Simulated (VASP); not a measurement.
# Au (Pm-3m) in VASP: notebook

Runs on Au. Level: PBEsol. Tasks: single point, relaxation of cell and atoms.

Program: VASP 6.6.1. These are calculated values, not measurements. Logs are shortened: lines on timing, memory, paths and dates and some standing lists are left out, and cuts for length are marked.

## 1. The cell of the first run

The structure is cubic, space group Pm-3m (No. 221). The conventional cell has a = 2.694 Å, b = 2.694 Å, c = 2.694 Å, α = 90.00°, β = 90.00°, γ = 90.00°. Au (site symmetry m-3m) has 6 Au at 2.69 Å within 3.6 Å.

## 2. Single point, PBEsol

Contents of INCAR:

```
SYSTEM = Au
ALGO = Normal
EDIFF = 1E-6
ENCUT = 520
GGA = PS
ISIF = 2
ISMEAR = -1
LASPH = .True.
LCHARG = .False.
LREAL = .False.
LWAVE = .False.
NBANDS = 12
NELM = 80
PREC = Accurate
SIGMA = 0.1
```

Contents of KPOINTS:

```
k-points
0
Gamma
  19 19 19
  0 0 0
```

Contents of POSCAR:

```
Au
1.0
    2.6942616035      0.0000000000      0.0000000000
    0.0000000000      2.6942616035      0.0000000000
    0.0000000000      0.0000000000      2.6942616035
Au
1
Direct
    0.0000000000      0.0000000000      0.0000000000
```

Potentials or basis: VASP PAW PBE potentials, release 64 (Au).

Started as:

```bash
> cat potpaw_PBE.64/Au/POTCAR > POTCAR
> mpirun -np 1 vasp_std > vasp.out
```

OUTCAR:

```text
SYSTEM = Au
   EDIFF = 1E-6
   ENCUT = 520
   GGA = PS
   ISIF = 2
   ISMEAR = -1
   LASPH = .True.
   LREAL = .False.
   NELM = 80
   PREC = Accurate

 ion  position               nearest neighbor table
   1  0.000  0.000  0.000-

  LATTYP: Found a simple cubic cell.
 ALAT       =     2.6942616035

  Lattice vectors:

 A1 = (   2.6942616035,   0.0000000000,   0.0000000000)
 A2 = (   0.0000000000,   2.6942616035,   0.0000000000)
 A3 = (   0.0000000000,   0.0000000000,   2.6942616035)

Analysis of symmetry for initial positions (statically):
=====================================================================
 Subroutine PRICEL returns:
 Original cell was already a primitive cell.

 Routine SETGRP: Setting up the symmetry group for a
 simple cubic supercell.

 Subroutine GETGRP returns: Found 48 space group operations
 (whereof 48 operations were pure point group operations)
 out of a pool of 48 trial point group operations.

The static configuration has the point symmetry O_h .

Analysis of symmetry for dynamics (positions and initial velocities):
=====================================================================
 Subroutine PRICEL returns:
 Original cell was already a primitive cell.

 Routine SETGRP: Setting up the symmetry group for a
 simple cubic supercell.

 Subroutine GETGRP returns: Found 48 space group operations
 (whereof 48 operations were pure point group operations)
 out of a pool of 48 trial point group operations.

The dynamic configuration has the point symmetry O_h .

 Subroutine INISYM returns: Found 48 space group operations
 (whereof 48 operations are pure point group operations),
 and found     1 'primitive' translations

----------------------------------------------------------------------------------------

                                     Primitive cell

  volume of cell :      19.5578

  direct lattice vectors                    reciprocal lattice vectors
     2.694261604  0.000000000  0.000000000     0.371159207  0.000000000  0.000000000
     0.000000000  2.694261604  0.000000000     0.000000000  0.371159207  0.000000000
     0.000000000  0.000000000  2.694261604     0.000000000  0.000000000  0.371159207

  length of vectors
     2.694261604  2.694261604  2.694261604     0.371159207  0.371159207  0.371159207

  position of ions in fractional coordinates (direct lattice)
     0.000000000  0.000000000  0.000000000

  ion indices of the primitive-cell ions
   primitive index   ion index
                 1           1

----------------------------------------------------------------------------------------

 KPOINTS: k-points

Automatic generation of k-mesh.
 Grid dimensions read from file:
 generate k-points for:   19   19   19

 Generating k-lattice:

  Cartesian coordinates                     Fractional coordinates (reciprocal lattice)
     0.019534695  0.000000000  0.000000000     0.052631579  0.000000000  0.000000000
     0.000000000  0.019534695  0.000000000     0.000000000  0.052631579  0.000000000
     0.000000000  0.000000000  0.019534695     0.000000000  0.000000000  0.052631579

  Length of vectors
     0.019534695  0.019534695  0.019534695

  Shift w.r.t. Gamma in fractional coordinates (k-lattice)
     0.000000000  0.000000000  0.000000000

 Subroutine IBZKPT returns following result:
 ===========================================

 Found    220 irreducible k-points:

 Following reciprocal coordinates:
            Coordinates               Weight
  0.000000  0.000000  0.000000      1.000000
  0.052632  0.000000  0.000000      6.000000
  0.105263  0.000000  0.000000      6.000000
  0.157895  0.000000  0.000000      6.000000
  0.210526  0.000000  0.000000      6.000000
  0.263158  0.000000  0.000000      6.000000
[... 16 lines left out ...]
  0.263158  0.105263  0.000000     24.000000
  0.315789  0.105263  0.000000     24.000000
 [... further k-points ...]
   k-points           NKPTS =    220   k-points in BZ     NKDIM =    220   number of bands    NBANDS=     12
   number of dos      NEDOS =    301   number of ions     NIONS =      1
   total plane-waves  NPLWV =   8000
   dimension x,y,z NGX =    20 NGY =   20 NGZ =   20
   dimension x,y,z NGXF=    40 NGYF=   40 NGZF=   40
   ions per type =               1
   NGX,Y,Z   is equivalent  to a cutoff of  12.34, 12.34, 12.34 a.u.
   NGXF,Y,Z  is equivalent  to a cutoff of  24.68, 24.68, 24.68 a.u.
 SYSTEM =  Au
   PREC   = accura    normal or accurate (medium, high low for compatibility)
   ISTART =      0    job   : 0-new  1-cont  2-samecut
   ICHARG =      2    charge: 1-file 2-atom 10-const
   ISPIN  =      1    spin polarized calculation?
   LNONCOLLINEAR =      F non collinear calculations
   LSORBIT =      F    spin-orbit coupling
   LASPH  =      T    aspherical Exc in radial PAW
   ENCUT  =  520.0 eV  38.22 Ry    6.18 a.u.   5.01  5.01  5.01*2*pi/ulx,y,z
   NELM   =     80;   NELMIN=  2; NELMDL= -5     # of ELM steps
   EDIFF  = 0.1E-05   stopping-criterion for ELM
   LREAL  =      F    real-space projection
   EDIFFG = 0.1E-04   stopping-criterion for IOM
   NSW    =      0    number of steps for IOM
   IBRION =     -1    ionic relax: 0-MD 1-quasi-New 2-CG
   NFREE  =      0    steps in history (QN), initial steepest desc. (CG)
   ISIF   =      2    stress and relaxation
   ISYM   =      2    0-nonsym 1-usesym 2-fastsym
   POTIM  = 0.5000    time-step for ionic-motion
   TEBEG  =    0.0;   TEEND  =   0.0 temperature during run
   PSTRESS=    0.0 pullay stress
   NELECT =      11.0000    total number of electrons
   NUPDOWN=      -1.0000    fix difference up-down
   EMIN   =  10.00;   EMAX   =-10.00  energy-range for DOS
   EFERMI =   0.00;   METHOD = LEGACY
   ISMEAR =    -1;   SIGMA  =   0.10  broadening in eV -4-tet -1-fermi 0-gaus
   EFERMI_NEDOS =   21; number of points for ismear=-14 and -15
   IALGO  =     38    algorithm
   IMIX   =      4    mixing-type and parameters
     AMIX     =   0.40;   BMIX     =  1.00
     AMIX_MAG =   1.60;   BMIX_MAG =  1.00
  volume/ion in A,a.u.               =      19.56       131.98
  Fermi-wavevector in a.u.,A,eV,Ry     =   1.351344  2.553670 24.846021  1.826131
  Thomas-Fermi vector in A             =   2.478774
   LORBIT       =      0    0 simple, 1 ext, 2 COOP (PROOUT), +10 PAW based schemes
   GGA     = PS    functional components
   LHFCALC =     F    Hartree Fock is set to
   AEXX    =    0.0000 exact exchange contribution
   IVDW    =     0    specifies the selected vdW correction
   LEPSILON=     F    determine dielectric tensor
   LRPA    =     F    only Hartree local field effects (RPA)
 non-spin polarized calculation
  energy-cutoff  :      520.00
  volume of cell :       19.56
 maximum number of plane-waves:       543
   NGX = 11   NGY = 11   NGZ = 11

 number of electron      11.0000001 magnetization

 Free energy of the ion-electron system (eV)
  ---------------------------------------------------
  ext. energy  EPLUGINS =         0.00000000
  ---------------------------------------------------
  free energy    TOTEN  =        -3.65715008 eV

  energy without entropy =       -3.64466510  energy(sigma->0) =       -3.65090759

 E-fermi :   6.8151     XC(G=0): -11.9574

 val. band max:        6.8082401936   @ k =   0.3684   0.3684   0.0000
 cond. band min:       6.8327670368   @ k =   0.4737   0.1053   0.0526
 fundamental gap:      0.0245268432
 Fermi energy:         6.8151095758

 k-point     1 :       0.0000    0.0000    0.0000
  band No.  band energies     occupation
      1      -1.4361      2.00000
      2       0.8471      2.00000
      3       0.8471      2.00000
      4       5.4757      2.00000
      5       5.4757      2.00000
      6       5.4757      2.00000
      7      21.0119      0.00000
      8      21.0119      0.00000
      9      21.0119      0.00000
     10      26.0488      0.00000
     11      28.6050      0.00000
     12      28.6050      0.00000

 k-point     2 :       0.0526    0.0000    0.0000
  band No.  band energies     occupation
      1      -1.3647      2.00000
      2       0.8584      2.00000
      3       0.9039      2.00000
      4       5.4250      2.00000
      5       5.4250      2.00000
      6       5.4797      2.00000
      7      20.4027      0.00000
      8      21.1309      0.00000
      9      21.1309      0.00000
     10      26.4264      0.00000
     11      28.3217      0.00000
     12      28.9303      0.00000

 k-point     3 :       0.1053    0.0000    0.0000
  band No.  band energies     occupation
      1      -1.1599      2.00000
      2       0.8912      2.00000
      3       1.0790      2.00000
      4       5.2813      2.00000
      5       5.2813      2.00000
      6       5.4914      2.00000
      7      19.0639      0.00000
      8      21.4767      0.00000
      9      21.4767      0.00000
     10      26.9189      0.00000
     11      27.6264      0.00000
     12      30.0470      0.00000

 k-point     4 :       0.1579    0.0000    0.0000
  band No.  band energies     occupation
      1      -0.8516      2.00000
      2       0.9424      2.00000
      3       1.3882      2.00000
      4       5.0675      2.00000
      5       5.0675      2.00000
      6       5.5095      2.00000
      7      17.5090      0.00000
      8      22.0196      0.00000
      9      22.0196      0.00000
     10      26.7629      0.00000
     11      27.1191      0.00000
     12      31.8127      0.00000

 k-point     5 :       0.2105    0.0000    0.0000
  band No.  band energies     occupation
      1      -0.4868      2.00000
      2       1.0071      2.00000
      3       1.8546      2.00000
      4       4.8140      2.00000
      5       4.8140      2.00000
      6       5.5321      1.99999
      7      15.9247      0.00000
      8      22.7169      0.00000
      9      22.7169      0.00000
     10      25.8848      0.00000
     11      27.1233      0.00000
     12      33.8664      0.00000

 k-point     6 :       0.2632    0.0000    0.0000
  band No.  band energies     occupation
      1      -0.1189      2.00000
      2       1.0786      2.00000
      3       2.4963      2.00000
      4       4.5522      2.00000
      5       4.5522      2.00000
      6       5.5569      1.99999
      7      14.3757      0.00000
      8      23.5191      0.00000
      9      23.5191      0.00000
     10      25.0754      0.00000
     11      26.9710      0.00000
     12      34.2595      0.00000

 k-point     7 :       0.3158    0.0000    0.0000
  band No.  band energies     occupation
      1       0.2108      2.00000
      2       1.1495      2.00000
      3       3.3069      2.00000
      4       4.3098      2.00000
      5       4.3098      2.00000
      6       5.5812      1.99999
      7      12.8900      0.00000
      8      24.3703      0.00000
      9      24.3703      0.00000
     10      24.3834      0.00000
     11      26.6648      0.00000
     12      33.8867      0.00000

 k-point     8 :       0.3684    0.0000    0.0000
  band No.  band energies     occupation
      1       0.4779      2.00000
      2       1.2117      2.00000
      3       4.1091      2.00000
      4       4.1091      2.00000
      5       4.2453      2.00000
      6       5.6021      1.99999
      7      11.4915      0.00000
      8      23.8402      0.00000
      9      25.2012      0.00000
     10      25.2012      0.00000
     11      26.2530      0.00000
     12      33.2962      0.00000
[... 166 lines left out ...]
 k-point    20 :       0.1053    0.1053    0.0000
  band No.  band energies     occupation
      1      -0.8788      2.00000
      2       1.0343      2.00000
      3       1.2057      2.00000
      4       5.0773      2.00000
      5       5.2722      2.00000
      6       5.3263      2.00000
      7      19.2080      0.00000
      8      19.7603      0.00000
      9      21.9458      0.00000
     10      27.1343      0.00000
     11      29.2031      0.00000
     12      29.6586      0.00000

 k-point    21 :       0.1579    0.1053    0.0000
  band No.  band energies     occupation
      1      -0.5677      2.00000
      2       1.1184      2.00000
      3       1.4758      2.00000
      4       4.8565      2.00000
      5       5.0823      2.00000
      6       5.3253      2.00000
      7      17.8767      0.00000
      8      19.9759      0.00000
      9      22.4944      0.00000
     10      26.7217      0.00000
     11      29.1784      0.00000
     12      31.1176      0.00000

 k-point    22 :       0.2105    0.1053    0.0000
  band No.  band energies     occupation
      1      -0.2051      2.00000
      2       1.1954      2.00000
      3       1.9209      2.00000
      4       4.6048      2.00000
      5       4.8334      2.00000
      6       5.3488      2.00000
      7      16.2979      0.00000
      8      20.5225      0.00000
      9      23.2005      0.00000
     10      26.1028      0.00000
     11      29.0234      0.00000
     12      32.3221      0.00000

 k-point    23 :       0.2632    0.1053    0.0000
  band No.  band energies     occupation
      1       0.1538      2.00000
      2       1.2760      2.00000
      3       2.5206      2.00000
      4       4.3807      2.00000
      5       4.5748      2.00000
      6       5.3757      2.00000
      7      14.7353      0.00000
      8      21.1512      0.00000
      9      24.0156      0.00000
     10      25.4357      0.00000
     11      28.7086      0.00000
     12      32.4025      0.00000

 k-point    24 :       0.3158    0.1053    0.0000
  band No.  band energies     occupation
      1       0.4710      2.00000
      2       1.3574      2.00000
      3       3.1398      2.00000
      4       4.3350      2.00000
      5       4.3382      2.00000
      6       5.4024      2.00000
      7      13.2222      0.00000
      8      21.8076      0.00000
      9      24.8370      0.00000
     10      24.8863      0.00000
     11      28.0262      0.00000
     12      32.2844      0.00000

 [... further k-points ...]
[... 5 lines left out ...]
  --------------------------------------------------------------------------------------
  -------------------------------------------------------------------------------------
  Total       -0.0249441     -0.0249441     -0.0249441      0.0000000      0.0000000     -0.0000000
  in kB       -2.0434263     -2.0434263     -2.0434263      0.0000000      0.0000000     -0.0000000
  external PRESSURE =      -2.0434263 kB  Pullay stress =       0.0000000 kB

 VOLUME and BASIS-vectors are now :
 -----------------------------------------------------------------------------
  energy-cutoff  :      520.00
  volume of cell :       19.56
      direct lattice vectors                 reciprocal lattice vectors
     2.694261604  0.000000000  0.000000000     0.371159207  0.000000000  0.000000000
     0.000000000  2.694261604  0.000000000     0.000000000  0.371159207  0.000000000
     0.000000000  0.000000000  2.694261604     0.000000000  0.000000000  0.371159207

 POSITION                                       TOTAL-FORCE (eV/Angst)
 -----------------------------------------------------------------------------------
      0.00000      0.00000      0.00000         0.000000      0.000000      0.000000
 -----------------------------------------------------------------------------------
    total drift:                               -0.000000      0.000000     -0.000000

  FREE ENERGIE OF THE ION-ELECTRON SYSTEM (eV)
  ---------------------------------------------------
  free  energy   TOTEN  =        -3.6571500816 eV

  energy  without entropy=       -3.6446650968  energy(sigma->0) =       -3.65090759
```

It took 15 s on 1 thread of AMD EPYC 9R45 (Zen 5), shared host; peak memory 0.13 GiB.

Results:

- Free energy: -3.6572 eV
- Pressure: -0.2 GPa

Caveat: the PAW data sets were made with another functional, which shifts forces and pressure a little; spin-orbit coupling is left out, which moves the levels of the heavy elements.

(Continued in part 2 of 2.)
